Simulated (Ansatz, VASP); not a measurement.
In2O3: VASP beside Ansatz

Contents of POSCAR:

```
In2O3
1.0
    2.7435000000      1.5839604635      4.8366666667
   -2.7435000000      1.5839604635      4.8366666667
    0.0000000000     -3.1679209270      4.8366666667
In O
4 6
Direct
    0.8573100000      0.8573100000      0.8573100000
    0.6426900000      0.6426900000      0.6426900000
    0.1426900000      0.1426900000      0.1426900000
    0.3573100000      0.3573100000      0.3573100000
    0.0480000000      0.7500000000      0.4520000000
    0.7500000000      0.4520000000      0.0480000000
    0.4520000000      0.0480000000      0.7500000000
    0.9520000000      0.2500000000      0.5480000000
    0.2500000000      0.5480000000      0.9520000000
    0.5480000000      0.9520000000      0.2500000000
```

Contents of INCAR.step1:

```
PREC = Accurate ; ENCUT = 520
ISMEAR = 0 ; SIGMA = 0.01
LREAL = F ; LASPH = T
NELM = 80 ; NBANDS = 55
GGA = PE ; ALGO = Normal
EDIFF = 1E-4 ; LWAVE = T
LCHARG = F
```

INCAR.step2

```
PREC = Accurate ; ENCUT = 520
EDIFF = 1E-6 ; ISMEAR = 0
SIGMA = 0.01 ; LREAL = F
LASPH = T ; NELM = 80
ALGO = Normal ; ISIF = 2
LWAVE = F ; LCHARG = F
METAGGA = R2SCAN ; LMIXTAU = T
NBANDS = 55 ; ISTART = 1
```

The input KPOINTS:

```
regular mesh
0
Gamma
  6 6 6
```

The input input.yaml:

```yaml
crystal:
  lattice:
    - [2.7435, 1.5839604635, 4.8366666667]
    - [-2.7435, 1.5839604635, 4.8366666667]
    - [0.0, -3.167920927, 4.8366666667]
  atoms:
    - { symbol: In, position: [0.85731, 0.85731, 0.85731] }
    - { symbol: In, position: [0.64269, 0.64269, 0.64269] }
    - { symbol: In, position: [0.14269, 0.14269, 0.14269] }
    - { symbol: In, position: [0.35731, 0.35731, 0.35731] }
    - { symbol: O, position: [0.048, 0.75, 0.452] }
    - { symbol: O, position: [0.75, 0.452, 0.048] }
    - { symbol: O, position: [0.452, 0.048, 0.75] }
    - { symbol: O, position: [0.952, 0.25, 0.548] }
    - { symbol: O, position: [0.25, 0.548, 0.952] }
    - { symbol: O, position: [0.548, 0.952, 0.25] }
kpoints:
  mp_grid: { grid: [6, 6, 6] }
  band_path:
    path:
      - [0.0, 0.0, 0.0]
      - [0.5, 0.5, 0.5]
      - [0.7618334884, 0.2381665116, 0.5]
      - [0.5, -0.2381665116, 0.2381665116]
      - [0.5, 0.0, 0.0]
      - [0.3690832558, -0.3690832558, 0.0]
      - [0.6309167442, 0.0, 0.3690832558]
      - [0.5, 0.0, 0.5]
      - [0.020833, 0.020833, 0.3125]
    npoints: 1
hamiltonian:
  xc: r2scan
scf:
  occupations: { method: fixed }
  n_extra_bands: 6
output:
  forces: true
  stress: true
  eigenvalues: true
```

Alike in both runs: functional r2SCAN; k mesh 6 × 6 × 6; no spin polarisation.

```csv
,VASP,Ansatz
version,VASP 6.6.1,Ansatz 0.2.0
potentials or method,"VASP PAW PBE potentials, release 64 (In_d, O)",Ansatz PAW
plane-wave cutoff (eV),520,500
occupations,"gaussian, width 0.01 eV",fixed
valence electrons in the cell,88,88
task,single point,band structure
```

```csv
,VASP,Ansatz,Ansatz less VASP
gap on the k mesh at the Fermi level (eV),1.90,1.89,-0.010
least direct gap on the mesh (eV),1.92,1.91,-0.010
pressure (GPa),3.2,2.1,-1.12
"traceless stress, the component that is largest in VASP (GPa)",-0.61,-0.51,+0.108
rms of the force components (eV/Å),0.062,0.066,+0.0038
```

VASP's potentials were made for PBE, not for r2SCAN. Atom by atom the forces differ by 0.007 eV/Å (rms over components).
